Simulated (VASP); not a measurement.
# Ge4MoW (Cmmm) in VASP: a series of runs

Ge4MoW is run at these levels: PBE; tasks: single point.

Everything below comes from runs of VASP 6.6.1. Logs are shortened: lines on timing, memory, paths and dates and some standing lists are left out, and cuts for length are marked.

### Step 1. The cell of the first run

The structure is orthorhombic, space group Cmmm (No. 65). Conventional cell: a = 4.724 Å, b = 8.286 Å, c = 4.723 Å, α = 90.00°, β = 90.00°, γ = 90.00°. Ge (site symmetry m2m) has 9 Ge at 2.69 to 3.34 Å and 2 W at 2.72 Å and 3 Mo at 2.72 to 2.80 Å within 3.5 Å. Ge (site symmetry m2m) has 9 Ge at 2.68 to 3.34 Å and 2 Mo at 2.72 Å and 3 W at 2.72 to 2.80 Å within 3.5 Å. Mo (site symmetry mmm) has 10 Ge at 2.72 to 2.80 Å and 4 W at 3.34 Å within 3.6 Å. W (site symmetry mmm) has 10 Ge at 2.72 to 2.80 Å and 4 Mo at 3.34 Å within 3.6 Å.

### Step 2. Single point, PBE

INCAR reads:

```
ALGO     = Normal         # electronic algorithm
EDIFF    = 1E-7           # SCF threshold, eV
ENCUT    = 520            # plane-wave cutoff, eV
GGA      = PE             # functional
ISIF     = 2              # what is computed and relaxed
ISMEAR   = 0              # smearing method
LASPH    = T              # aspherical terms in the spheres
LCHARG   = F              # write CHGCAR
LREAL    = F              # projectors in reciprocal space
LWAVE    = F              # write WAVECAR
NBANDS   = 51             # bands
NELM     = 60             # most SCF steps
PREC     = Accurate       # precision mode
SIGMA    = 0.1            # smearing width, eV
```

KPOINTS reads:

```
k-points
0
Gamma
  4 4 4
```

POSCAR reads:

```
Ge4MoW
1.0
    2.3619768000     -4.1431386000      0.0000000000
    2.3619768000      4.1431386000      0.0000000000
    0.0000000000      0.0000000000      4.7234376000
Ge Mo W
4 1 1
Direct
    0.3376860000      0.6623140000      0.0000000000
    0.8381240000      0.1618760000      0.5000000000
    0.6623140000      0.3376860000      0.0000000000
    0.1618760000      0.8381240000      0.5000000000
    0.0000000000      0.0000000000      0.0000000000
    0.5000000000      0.5000000000      0.5000000000
```

Potentials or basis: VASP PAW PBE potentials, release 64 (Ge_d, Mo_sv, W_sv).

Launch:

```sh
$ cat potpaw_PBE.64/Ge_d/POTCAR potpaw_PBE.64/Mo_sv/POTCAR potpaw_PBE.64/W_sv/POTCAR > POTCAR
$ mpirun -np 1 vasp_std > vasp.out
```

OUTCAR:

```text
EDIFF = 1E-7
   ENCUT = 520
   GGA = PE
   ISIF = 2
   ISMEAR = 0
   LASPH = T
   LREAL = F
   NELM = 60
   PREC = Accurate

 ion  position               nearest neighbor table
   1  0.338  0.662  0.000-   3 2.69   6 2.72   6 2.72   5 2.72   5 2.72   3 2.77   3 2.77   4 2.77
                             4 2.77   5 2.80
   2  0.838  0.162  0.500-   4 2.68   5 2.72   5 2.72   6 2.72   6 2.72   3 2.77   3 2.77   4 2.78
                             4 2.78   6 2.80
   3  0.662  0.338  0.000-   1 2.69   6 2.72   6 2.72   5 2.72   5 2.72   1 2.77   1 2.77   2 2.77
                             2 2.77   5 2.80
   4  0.162  0.838  0.500-   2 2.68   5 2.72   5 2.72   6 2.72   6 2.72   1 2.77   1 2.77   2 2.78
                             2 2.78   6 2.80
   5  0.000  0.000  0.000-   2 2.72   4 2.72   2 2.72   4 2.72   3 2.72   1 2.72   3 2.72   1 2.72
                             3 2.80   1 2.80   6 3.34   6 3.34   6 3.34   6 3.34
   6  0.500  0.500  0.500-   4 2.72   2 2.72   4 2.72   2 2.72   1 2.72   3 2.72   1 2.72   3 2.72
                             2 2.80   4 2.80   5 3.34   5 3.34   5 3.34   5 3.34

  LATTYP: Found a base centered orthorhombic cell.
 ALAT       =     4.7239536000
 B/A-ratio  =     1.7540979234
 C/A-ratio  =     0.9998907695

  Lattice vectors:

 A1 = (   2.3619768000,  -4.1431386000,   0.0000000000)
 A2 = (   2.3619768000,   4.1431386000,   0.0000000000)
 A3 = (   0.0000000000,   0.0000000000,   4.7234376000)

Analysis of symmetry for initial positions (statically):
=====================================================================
 Subroutine PRICEL returns:
 Original cell was already a primitive cell.

 Routine SETGRP: Setting up the symmetry group for a
 base centered orthorhombic supercell.

 Subroutine GETGRP returns: Found  8 space group operations
 (whereof  8 operations were pure point group operations)
 out of a pool of  8 trial point group operations.

The static configuration has the point symmetry D_2h.

Analysis of symmetry for dynamics (positions and initial velocities):
=====================================================================
 Subroutine PRICEL returns:
 Original cell was already a primitive cell.

 Routine SETGRP: Setting up the symmetry group for a
 base centered orthorhombic supercell.

 Subroutine GETGRP returns: Found  8 space group operations
 (whereof  8 operations were pure point group operations)
 out of a pool of  8 trial point group operations.

The dynamic configuration has the point symmetry D_2h.

 Subroutine INISYM returns: Found  8 space group operations
 (whereof  8 operations are pure point group operations),
 and found     1 'primitive' translations

----------------------------------------------------------------------------------------

                                     Primitive cell

  volume of cell :      92.4471

  direct lattice vectors                    reciprocal lattice vectors
     2.361976800 -4.143138600  0.000000000     0.211687092 -0.120681456  0.000000000
     2.361976800  4.143138600  0.000000000     0.211687092  0.120681456  0.000000000
     0.000000000  0.000000000  4.723437600     0.000000000  0.000000000  0.211710217

  length of vectors
     4.769122756  4.769122756  4.723437600     0.243670759  0.243670759  0.211710217

  position of ions in fractional coordinates (direct lattice)
     0.337686000  0.662314000  0.000000000
     0.838124000  0.161876000  0.500000000
     0.662314000  0.337686000  0.000000000
     0.161876000  0.838124000  0.500000000
     0.000000000  0.000000000  0.000000000
     0.500000000  0.500000000  0.500000000

  ion indices of the primitive-cell ions
   primitive index   ion index
                 1           1
                 2           2
                 3           3
                 4           4
                 5           5
                 6           6

----------------------------------------------------------------------------------------

 KPOINTS: k-points

Automatic generation of k-mesh.
 Grid dimensions read from file:
 generate k-points for:    4    4    4

 Generating k-lattice:

  Cartesian coordinates                     Fractional coordinates (reciprocal lattice)
     0.052921773 -0.030170364  0.000000000     0.250000000 -0.000000000  0.000000000
     0.052921773  0.030170364  0.000000000    -0.000000000  0.250000000  0.000000000
     0.000000000  0.000000000  0.052927554     0.000000000  0.000000000  0.250000000

  Length of vectors
     0.060917690  0.060917690  0.052927554

  Shift w.r.t. Gamma in fractional coordinates (k-lattice)
     0.000000000  0.000000000  0.000000000

 Subroutine IBZKPT returns following result:
 ===========================================

 Found     21 irreducible k-points:

 Following reciprocal coordinates:
            Coordinates               Weight
  0.000000  0.000000  0.000000      1.000000
  0.250000 -0.000000  0.000000      4.000000
  0.500000 -0.000000  0.000000      2.000000
  0.250000  0.250000  0.000000      2.000000
  0.500000  0.250000  0.000000      4.000000
 -0.250000  0.250000  0.000000      2.000000
[... 13 lines left out ...]
 -0.250000  0.250000  0.500000      2.000000
  0.500000  0.500000  0.500000      1.000000
   k-points           NKPTS =     21   k-points in BZ     NKDIM =     21   number of bands    NBANDS=     51
   number of dos      NEDOS =    301   number of ions     NIONS =      6
   total plane-waves  NPLWV =  46656
   dimension x,y,z NGX =    36 NGY =   36 NGZ =   36
   dimension x,y,z NGXF=    72 NGYF=   72 NGZF=   72
   ions per type =               4   1   1
   NGX,Y,Z   is equivalent  to a cutoff of  12.55, 12.55, 12.67 a.u.
   NGXF,Y,Z  is equivalent  to a cutoff of  25.10, 25.10, 25.34 a.u.
 SYSTEM =  unknown system
   PREC   = accura    normal or accurate (medium, high low for compatibility)
   ISTART =      0    job   : 0-new  1-cont  2-samecut
   ICHARG =      2    charge: 1-file 2-atom 10-const
   ISPIN  =      1    spin polarized calculation?
   LNONCOLLINEAR =      F non collinear calculations
   LSORBIT =      F    spin-orbit coupling
   LASPH  =      T    aspherical Exc in radial PAW
   ENCUT  =  520.0 eV  38.22 Ry    6.18 a.u.   8.87  8.87  8.78*2*pi/ulx,y,z
   NELM   =     60;   NELMIN=  2; NELMDL= -5     # of ELM steps
   EDIFF  = 0.1E-06   stopping-criterion for ELM
   LREAL  =      F    real-space projection
   EDIFFG = 0.1E-05   stopping-criterion for IOM
   NSW    =      0    number of steps for IOM
   IBRION =     -1    ionic relax: 0-MD 1-quasi-New 2-CG
   NFREE  =      0    steps in history (QN), initial steepest desc. (CG)
   ISIF   =      2    stress and relaxation
   ISYM   =      2    0-nonsym 1-usesym 2-fastsym
   POTIM  = 0.5000    time-step for ionic-motion
   TEBEG  =    0.0;   TEEND  =   0.0 temperature during run
   PSTRESS=    0.0 pullay stress
   NELECT =      84.0000    total number of electrons
   NUPDOWN=      -1.0000    fix difference up-down
   EMIN   =  10.00;   EMAX   =-10.00  energy-range for DOS
   EFERMI =   0.00;   METHOD = LEGACY
   ISMEAR =     0;   SIGMA  =   0.10  broadening in eV -4-tet -1-fermi 0-gaus
   EFERMI_NEDOS =   21; number of points for ismear=-14 and -15
   IALGO  =     38    algorithm
   IMIX   =      4    mixing-type and parameters
     AMIX     =   0.40;   BMIX     =  1.00
     AMIX_MAG =   1.60;   BMIX_MAG =  1.00
  volume/ion in A,a.u.               =      15.41       103.98
  Fermi-wavevector in a.u.,A,eV,Ry     =   1.585636  2.996418 34.208334  2.514242
  Thomas-Fermi vector in A             =   2.685070
   LORBIT       =      0    0 simple, 1 ext, 2 COOP (PROOUT), +10 PAW based schemes
   GGA     = PE    functional components
   LHFCALC =     F    Hartree Fock is set to
   AEXX    =    0.0000 exact exchange contribution
   IVDW    =     0    specifies the selected vdW correction
   LEPSILON=     F    determine dielectric tensor
   LRPA    =     F    only Hartree local field effects (RPA)
 non-spin polarized calculation
 Gauss-broadening in eV      SIGMA  =   0.10
  energy-cutoff  :      520.00
  volume of cell :       92.45
 maximum number of plane-waves:      2519
   NGX = 17   NGY = 17   NGZ = 17

 number of electron      84.0000005 magnetization

 Free energy of the ion-electron system (eV)
  ---------------------------------------------------
  ext. energy  EPLUGINS =         0.00000000
  ---------------------------------------------------
  free energy    TOTEN  =       -42.19022318 eV

  energy without entropy =      -42.18576491  energy(sigma->0) =      -42.18799405

 E-fermi :   9.9998     XC(G=0): -12.7897

 val. band max:        9.9991005885   @ k =   0.5000  -0.0000   0.5000
 cond. band min:      10.1724477907   @ k =  -0.2500   0.2500   0.2500
 fundamental gap:      0.1733472022
 Fermi energy:         9.9997509628

 k-point     1 :       0.0000    0.0000    0.0000
  band No.  band energies     occupation
      1     -63.9820      2.00000
      2     -50.8631      2.00000
      3     -28.2436      2.00000
      4     -28.2394      2.00000
      5     -28.1818      2.00000
      6     -25.0243      2.00000
[... 43 lines left out ...]
     50      13.5937      0.00000
     51      14.4392      0.00000

 k-point     2 :       0.2500   -0.0000    0.0000
  band No.  band energies     occupation
      1     -63.9820      2.00000
      2     -50.8630      2.00000
      3     -28.2431      2.00000
      4     -28.2405      2.00000
      5     -28.1823      2.00000
      6     -25.0251      2.00000
[... 43 lines left out ...]
     50      14.8767      0.00000
     51      14.9382      0.00000

 k-point     3 :       0.5000   -0.0000    0.0000
  band No.  band energies     occupation
      1     -63.9820      2.00000
      2     -50.8630      2.00000
      3     -28.2426      2.00000
      4     -28.2415      2.00000
      5     -28.1827      2.00000
      6     -25.0258      2.00000
[... 43 lines left out ...]
     50      14.8764      0.00000
     51      15.5051      0.00000
[... 865 lines left out ...]
 k-point    20 :      -0.2500    0.2500    0.5000
  band No.  band energies     occupation
      1     -63.9820      2.00000
      2     -50.8630      2.00000
      3     -28.2454      2.00000
      4     -28.2386      2.00000
      5     -28.1827      2.00000
      6     -25.0301      2.00000
[... 43 lines left out ...]
     50      14.7071      0.00000
     51      15.7256      0.00000

 k-point    21 :       0.5000    0.5000    0.5000
  band No.  band energies     occupation
      1     -63.9820      2.00000
      2     -50.8629      2.00000
      3     -28.2453      2.00000
      4     -28.2387      2.00000
      5     -28.1844      2.00000
      6     -25.0299      2.00000
[... 43 lines left out ...]
     50      15.7511      0.00000
     51      16.5863      0.00000

------------------------ aborting loop because EDIFF is reached ----------------------------------------

  FORCE on cell =-STRESS in cart. coord.  units (eV):
  Direction    XX          YY          ZZ          XY          YZ          ZX
  --------------------------------------------------------------------------------------
  -------------------------------------------------------------------------------------
  Total       -0.1180189      0.1158420      0.2741364      0.0000000      0.0000000      0.0000000
  in kB       -2.0453560      2.0076287      4.7509894      0.0000000      0.0000000      0.0000000
  external PRESSURE =       1.5710874 kB  Pullay stress =       0.0000000 kB

 VOLUME and BASIS-vectors are now :
 -----------------------------------------------------------------------------
  energy-cutoff  :      520.00
  volume of cell :       92.45
      direct lattice vectors                 reciprocal lattice vectors
     2.361976800 -4.143138600  0.000000000     0.211687092 -0.120681456  0.000000000
     2.361976800  4.143138600  0.000000000     0.211687092  0.120681456  0.000000000
     0.000000000  0.000000000  4.723437600     0.000000000  0.000000000  0.211710217

 POSITION                                       TOTAL-FORCE (eV/Angst)
 -----------------------------------------------------------------------------------
      2.36198      1.34498      0.00000        -0.000000      0.017368     -0.000000
      2.36198     -2.80179      2.36172        -0.000000      0.022710      0.000000
      2.36198     -1.34498      0.00000        -0.000000     -0.017368      0.000000
      2.36198      2.80179      2.36172        -0.000000     -0.022710     -0.000000
      0.00000      0.00000      0.00000         0.000000      0.000000      0.000000
      2.36198      0.00000      2.36172        -0.000000      0.000000      0.000000
 -----------------------------------------------------------------------------------
    total drift:                               -0.000000     -0.000000     -0.000000

  FREE ENERGIE OF THE ION-ELECTRON SYSTEM (eV)
  ---------------------------------------------------
  free  energy   TOTEN  =       -42.1902231839 eV

  energy  without entropy=      -42.1857649138  energy(sigma->0) =      -42.18799405
```

Run time: 67 s. Hardware: 1 thread of AMD EPYC 9R45 (Zen 5), shared host; peak memory 0.22 GiB.

Results:

```yaml
Free_energy: -42.1902 eV
Pressure: 0.2 GPa
Largest_force: 0.023 eV/Å
Band_gap_on_the_k_mesh: zero (bands 42 and 43 overlap by 0.97 eV)
```

Forces in eV/Å, atoms in the order of the input:
```
Ge   0.000  0.017  0.000
Ge   0.000  0.023  0.000
Ge   0.000 -0.017  0.000
Ge   0.000 -0.023  0.000
Mo   0.000  0.000  0.000
W    0.000  0.000  0.000
```

Stress tensor (GPa, compression positive):
```
-0.20  0.00  0.00
 0.00  0.20  0.00
 0.00  0.00  0.48
```

Caveat: the k points lie up to 0.38 Å⁻¹ apart, too coarse for converged energies and pressures of a metal; spin-orbit coupling is left out, which moves the levels of the heavy elements.

### Step 3. Single point, PBE, collinear spin

INCAR reads:

```
ALGO = Normal
EDIFF = 1E-6
ENCUT = 520
GGA = PE
ISIF = 2
ISMEAR = 0
ISPIN = 2
LASPH = T
LCHARG = F
LMAXMIX = 4
LORBIT = 11
LREAL = F
LWAVE = F
MAGMOM = 0 0 0 0 1 0
NBANDS = 55
NELM = 150
PREC = Accurate
SIGMA = 0.1
```

KPOINTS is that of step 2.

POSCAR is that of step 2.

Potentials or basis: VASP PAW PBE potentials, release 64 (Ge_d, Mo_sv, W_sv).

Launch:

```sh
$ cat potpaw_PBE.64/Ge_d/POTCAR potpaw_PBE.64/Mo_sv/POTCAR potpaw_PBE.64/W_sv/POTCAR > POTCAR
$ mpirun -np 1 vasp_std > vasp.out
```

Wall time 2.3 min (1 thread of AMD EPYC 9R45 (Zen 5), shared host); peak memory 0.31 GiB.

Results (log left out):

| Item | Value |
| --- | --- |
| Free energy | -42.1902 eV |
| Pressure | 0.2 GPa |
| Largest force | 0.023 eV/Å |
| Band gap on the k mesh | zero (filled and empty bands overlap) |
| Net moment | 0.00 μB per cell |
| Valence electrons inside the program's atomic spheres | Ge 12.42; Mo 12.44; W 11.99 |

Forces in eV/Å, atoms in the order of the input:
```
Ge   0.000  0.018  0.000
Ge   0.000  0.023  0.000
Ge   0.000 -0.018  0.000
Ge   0.000 -0.023  0.000
Mo   0.000  0.000  0.000
W    0.000  0.000  0.000
```

Stress tensor (GPa, compression positive):
```
-0.14  0.00  0.00
 0.00  0.27  0.00
 0.00  0.00  0.54
```

Levels at points of the mesh, in eV from the Fermi level:
Spin up:
```
           k point  band 38  band 39  band 40  band 41  band 42  band 43  band 44  band 45  band 46  band 47
(0.00, 0.00, 0.00)    -2.58    -2.26    -2.25    -1.20     0.57     2.16     2.19     2.57     2.90     3.45
(0.50, 0.00, 0.00)    -2.64    -2.01    -1.95    -1.75    -1.72     1.31     1.39     1.73     1.82     2.97
(0.50, 0.50, 0.00)    -1.58    -1.21    -0.42    -0.41    -0.40    -0.40     0.60     2.15     2.24     2.70
(0.00, 0.00, 0.50)    -2.43    -2.22    -2.11    -1.58    -1.41     1.81     2.32     3.13     3.17     3.27
(0.50, 0.00, 0.50)    -2.20    -2.12    -2.11    -0.01     0.00     1.85     2.13     2.80     2.97     3.44
(0.50, 0.50, 0.50)    -1.65    -1.64    -1.59    -0.59    -0.41     0.39     0.68     1.23     1.63     1.81
```
Spin down:
| k point | band 40 | band 41 | band 42 | band 43 | band 44 | band 45 |
| --- | --- | --- | --- | --- | --- | --- |
| (0.00, 0.00, 0.00) | -2.25 | -1.20 | 0.57 | 2.16 | 2.19 | 2.57 |
| (0.50, 0.00, 0.00) | -1.95 | -1.75 | -1.72 | 1.31 | 1.39 | 1.73 |
| (0.50, 0.50, 0.00) | -0.42 | -0.41 | -0.40 | -0.40 | 0.60 | 2.15 |
| (0.00, 0.00, 0.50) | -2.11 | -1.58 | -1.41 | 1.81 | 2.32 | 3.13 |
| (0.50, 0.00, 0.50) | -2.11 | -0.01 | 0.00 | 1.85 | 2.13 | 2.80 |
| (0.50, 0.50, 0.50) | -1.59 | -0.59 | -0.41 | 0.39 | 0.68 | 1.23 |

Caveat: the k points lie up to 0.38 Å⁻¹ apart, too coarse for converged energies and pressures of a metal; spin-orbit coupling is left out, which moves the levels of the heavy elements.

### Step 4. Single point, PBE (13.56 Å³/atom)

This run uses another cell than the first one, of 13.56 Å³/atom.

INCAR reads:

```
SYSTEM = Ge4MoW
  ALGO = Normal
  EDIFF = 1E-6
  ENCUT = 520
  GGA = PE
  ISIF = 2
  ISMEAR = 0
  LASPH = .TRUE.
  LCHARG = .TRUE.
  LELF = .TRUE.
  LREAL = .FALSE.
  LVHAR = .TRUE.
  LWAVE = .FALSE.
  NBANDS = 51
  NELM = 100
  PREC = Accurate
  SIGMA = 0.1
```

KPOINTS reads:

```
k-points
0
G
  10 10 8
  0 0 0
```

POSCAR reads:

```
Ge4MoW
1.0
    2.2619302781     -3.9761759425      0.0000000000
    2.2619302781      3.9761759425      0.0000000000
    0.0000000000      0.0000000000      4.5227349448
Ge Mo W
4 1 1
Direct
    0.3354035027      0.6645964973      0.0000000000
    0.8360023396      0.1639976604      0.5000000000
    0.6645964973      0.3354035027      0.0000000000
    0.1639976604      0.8360023396      0.5000000000
    0.0000000000      0.0000000000      0.0000000000
    0.5000000000      0.5000000000      0.5000000000
```

Launch:

```sh
$ cat potpaw_PBE.64/Ge_d/POTCAR potpaw_PBE.64/Mo_sv/POTCAR potpaw_PBE.64/W_sv/POTCAR > POTCAR
$ mpirun -np 1 vasp_std > vasp.out
```

Run time: 7.2 min. Hardware: 1 thread of AMD EPYC 9R45 (Zen 5), shared host; peak memory 0.59 GiB.

The run converged. Its results:

| Item | Value |
| --- | --- |
| Free energy | -41.2311 eV |
| Pressure | 29.4 GPa |
| Largest force | 0.006 eV/Å |
| Band gap on the k mesh | zero (bands 42 and 43 overlap by 1.22 eV) |

Forces on the atoms (eV/Å):
```
Ge   0.000  0.006  0.000
Ge   0.000  0.004  0.000
Ge   0.000 -0.006  0.000
Ge   0.000 -0.004  0.000
Mo   0.000  0.000  0.000
W    0.000  0.000  0.000
```

Stress tensor (GPa, compression positive):
```
29.38  0.00  0.00
 0.00 29.48  0.00
 0.00  0.00 29.39
```

Levels at points of the mesh, in eV from the Fermi level:
| k point | band 38 | band 39 | band 40 | band 41 | band 42 | band 43 | band 44 | band 45 | band 46 | band 47 |
| --- | --- | --- | --- | --- | --- | --- | --- | --- | --- | --- |
| (0.00, 0.00, 0.00) | -3.22 | -2.81 | -2.80 | -1.25 | 0.63 | 2.54 | 2.66 | 2.97 | 3.14 | 3.75 |
| (0.50, 0.00, 0.00) | -3.01 | -2.43 | -2.36 | -2.21 | -2.17 | 1.44 | 1.63 | 1.91 | 2.10 | 3.50 |
| (0.50, 0.50, 0.00) | -2.01 | -1.26 | -0.65 | -0.64 | -0.60 | -0.59 | 0.67 | 2.53 | 2.74 | 3.09 |
| (0.00, 0.00, 0.50) | -2.82 | -2.62 | -2.50 | -1.94 | -1.76 | 2.30 | 2.90 | 3.57 | 3.70 | 3.75 |
| (0.50, 0.00, 0.50) | -2.68 | -2.61 | -2.60 | -0.15 | -0.14 | 2.19 | 2.49 | 3.55 | 3.57 | 3.58 |
| (0.50, 0.50, 0.50) | -2.08 | -2.01 | -1.94 | -0.87 | -0.67 | 0.21 | 0.52 | 1.50 | 1.96 | 2.08 |

Caveat: the cell stands under pressure; spin-orbit coupling is left out, which moves the levels of the heavy elements.

(Continued in part 2 of 2.)

The gap in the log of VASP goes by the Fermi energy; the results here count the filled bands.